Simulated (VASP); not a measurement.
# Tc (Fm-3m) in VASP: single point with PBE

Aim: the single point of Tc with PBE.

Program: VASP 6.6.1. These are calculated values, not measurements. Logs are shortened: lines on timing, memory, paths and dates and some standing lists are left out, and cuts for length are marked.

### 1 The cell of the first run

It takes space group Fm-3m (No. 225, cubic). Conventional cell: a = 3.900 Å, b = 3.900 Å, c = 3.900 Å, α = 90.00°, β = 90.00°, γ = 90.00°. Within 3.6 Å of Tc (site symmetry m-3m) lie 12 Tc at 2.76 Å.

### 2 Single point, PBE

INCAR

```
ALGO = Normal
EDIFF = 1E-6
ENCUT = 520
GGA = PE
ISIF = 2
ISMEAR = 0
LASPH = T
LCHARG = T
LELF = T
LREAL = F
LVHAR = T
LWAVE = F
NBANDS = 12
NELM = 60
PREC = Accurate
SIGMA = 0.05
```

KPOINTS

```
k-points
0
Gamma
  14 14 14
```

POSCAR

```
Tc
1.0
    0.0000000000      1.9500000000      1.9500000000
    1.9500000000      0.0000000000      1.9500000000
    1.9500000000      1.9500000000      0.0000000000
Tc
1
Direct
    0.0000000000      0.0000000000      0.0000000000
```

Potentials or basis: VASP PAW PBE potentials, release 64 (Tc_pv).

The run is started by

```sh
cat potpaw_PBE.64/Tc_pv/POTCAR > POTCAR
mpirun -np 1 vasp_std > vasp.out
```

OUTCAR:

```text
EDIFF = 1E-6
   ENCUT = 520
   GGA = PE
   ISIF = 2
   ISMEAR = 0
   LASPH = T
   LREAL = F
   NELM = 60
   PREC = Accurate

 ion  position               nearest neighbor table
   1  0.000  0.000  0.000-

  LATTYP: Found a face centered cubic cell.
 ALAT       =     3.9000000000

  Lattice vectors:

 A1 = (   0.0000000000,   1.9500000000,   1.9500000000)
 A2 = (   1.9500000000,   0.0000000000,   1.9500000000)
 A3 = (   1.9500000000,   1.9500000000,   0.0000000000)

Analysis of symmetry for initial positions (statically):
=====================================================================
 Subroutine PRICEL returns:
 Original cell was already a primitive cell.

 Routine SETGRP: Setting up the symmetry group for a
 face centered cubic supercell.

 Subroutine GETGRP returns: Found 48 space group operations
 (whereof 48 operations were pure point group operations)
 out of a pool of 48 trial point group operations.

The static configuration has the point symmetry O_h .

Analysis of symmetry for dynamics (positions and initial velocities):
=====================================================================
 Subroutine PRICEL returns:
 Original cell was already a primitive cell.

 Routine SETGRP: Setting up the symmetry group for a
 face centered cubic supercell.

 Subroutine GETGRP returns: Found 48 space group operations
 (whereof 48 operations were pure point group operations)
 out of a pool of 48 trial point group operations.

The dynamic configuration has the point symmetry O_h .

 Subroutine INISYM returns: Found 48 space group operations
 (whereof 48 operations are pure point group operations),
 and found     1 'primitive' translations

----------------------------------------------------------------------------------------

                                     Primitive cell

  volume of cell :      14.8297

  direct lattice vectors                    reciprocal lattice vectors
     0.000000000  1.950000000  1.950000000    -0.256410256  0.256410256  0.256410256
     1.950000000  0.000000000  1.950000000     0.256410256 -0.256410256  0.256410256
     1.950000000  1.950000000  0.000000000     0.256410256  0.256410256 -0.256410256

  length of vectors
     2.757716447  2.757716447  2.757716447     0.444115592  0.444115592  0.444115592

  position of ions in fractional coordinates (direct lattice)
     0.000000000  0.000000000  0.000000000

  ion indices of the primitive-cell ions
   primitive index   ion index
                 1           1

----------------------------------------------------------------------------------------
[... 76 lines left out ...]
   ISIF   =      2    stress and relaxation
   ISYM   =      2    0-nonsym 1-usesym 2-fastsym
   POTIM  = 0.5000    time-step for ionic-motion
   TEBEG  =    0.0;   TEEND  =   0.0 temperature during run
   PSTRESS=    0.0 pullay stress
   NELECT =      13.0000    total number of electrons
   NUPDOWN=      -1.0000    fix difference up-down
   EMIN   =  10.00;   EMAX   =-10.00  energy-range for DOS
   EFERMI =   0.00;   METHOD = LEGACY
   ISMEAR =     0;   SIGMA  =   0.05  broadening in eV -4-tet -1-fermi 0-gaus
   EFERMI_NEDOS =   21; number of points for ismear=-14 and -15
   IALGO  =     38    algorithm
   IMIX   =      4    mixing-type and parameters
     AMIX     =   0.40;   BMIX     =  1.00
     AMIX_MAG =   1.60;   BMIX_MAG =  1.00
  volume/ion in A,a.u.               =      14.83       100.08
  Fermi-wavevector in a.u.,A,eV,Ry     =   1.566792  2.960808 33.400086  2.454837
  Thomas-Fermi vector in A             =   2.669068
   LORBIT       =      0    0 simple, 1 ext, 2 COOP (PROOUT), +10 PAW based schemes
   GGA     = PE    functional components
   LHFCALC =     F    Hartree Fock is set to
   AEXX    =    0.0000 exact exchange contribution
   IVDW    =     0    specifies the selected vdW correction
   LEPSILON=     F    determine dielectric tensor
   LRPA    =     F    only Hartree local field effects (RPA)
 non-spin polarized calculation
 Gauss-broadening in eV      SIGMA  =   0.05
  energy-cutoff  :      520.00
  volume of cell :       14.83
 maximum number of plane-waves:       411
 NGX is ok and might be reduce to    24
   NGX = 11   NGY = 11   NGZ = 11

 number of electron      13.0000001 magnetization

 Free energy of the ion-electron system (eV)
  ---------------------------------------------------
  ext. energy  EPLUGINS =         0.00000000
  ---------------------------------------------------
  free energy    TOTEN  =       -10.27867875 eV

  energy without entropy =      -10.27773932  energy(sigma->0) =      -10.27820904

 E-fermi :  12.1964     XC(G=0): -13.5920

 val. band max:       12.1598314682   @ k =  -0.4286   0.2857   0.1429
 cond. band min:      12.2193144058   @ k =   0.3571   0.2143   0.0000
 fundamental gap:      0.0594829376
 Fermi energy:        12.1964021195

 k-point     1 :       0.0000    0.0000    0.0000
  band No.  band energies     occupation
      1     -26.1709      2.00000
      2     -26.1709      2.00000
      3     -26.1709      2.00000
      4       4.8842      2.00000
      5      10.5162      2.00000
      6      10.5162      2.00000
      7      10.5162      2.00000
      8      13.0144      0.00000
      9      13.0144      0.00000
     10      26.2633      0.00000
     11      31.6942      0.00000
     12      31.6942      0.00000
[... 331 lines left out ...]
 k-point    24 :       0.2857    0.1429    0.0000
  band No.  band energies     occupation
      1     -26.7462      2.00000
      2     -26.3260      2.00000
      3     -26.3143      2.00000
      4       7.2070      2.00000
      5       9.2090      2.00000
      6      10.8117      2.00000
      7      11.5480      2.00000
      8      12.8912      0.00000
      9      13.8797      0.00000
     10      27.7017      0.00000
     11      29.8356      0.00000
     12      32.5019      0.00000

 [... further k-points ...]
[... 5 lines left out ...]
  --------------------------------------------------------------------------------------
  -------------------------------------------------------------------------------------
  Total       -0.6338518     -0.6338518     -0.6338518      0.0000000      0.0000000      0.0000000
  in kB      -68.4801107    -68.4801107    -68.4801107      0.0000000      0.0000000      0.0000000
  external PRESSURE =     -68.4801107 kB  Pullay stress =       0.0000000 kB

 VOLUME and BASIS-vectors are now :
 -----------------------------------------------------------------------------
  energy-cutoff  :      520.00
  volume of cell :       14.83
      direct lattice vectors                 reciprocal lattice vectors
     0.000000000  1.950000000  1.950000000    -0.256410256  0.256410256  0.256410256
     1.950000000  0.000000000  1.950000000     0.256410256 -0.256410256  0.256410256
     1.950000000  1.950000000  0.000000000     0.256410256  0.256410256 -0.256410256

 POSITION                                       TOTAL-FORCE (eV/Angst)
 -----------------------------------------------------------------------------------
      0.00000      0.00000      0.00000         0.000000     -0.000000      0.000000
 -----------------------------------------------------------------------------------
    total drift:                                0.000000      0.000000     -0.000000

  FREE ENERGIE OF THE ION-ELECTRON SYSTEM (eV)
  ---------------------------------------------------
  free  energy   TOTEN  =       -10.2786787521 eV

  energy  without entropy=      -10.2777393201  energy(sigma->0) =      -10.27820904
```

Run time: 23 s. Hardware: 1 thread of Intel Xeon Platinum 8259CL at 2.50GHz (Skylake/Cascade Lake), shared host; peak memory 0.15 GiB.

What came out:

```
Free energy : -10.2787 eV
Pressure    : -6.8 GPa
```
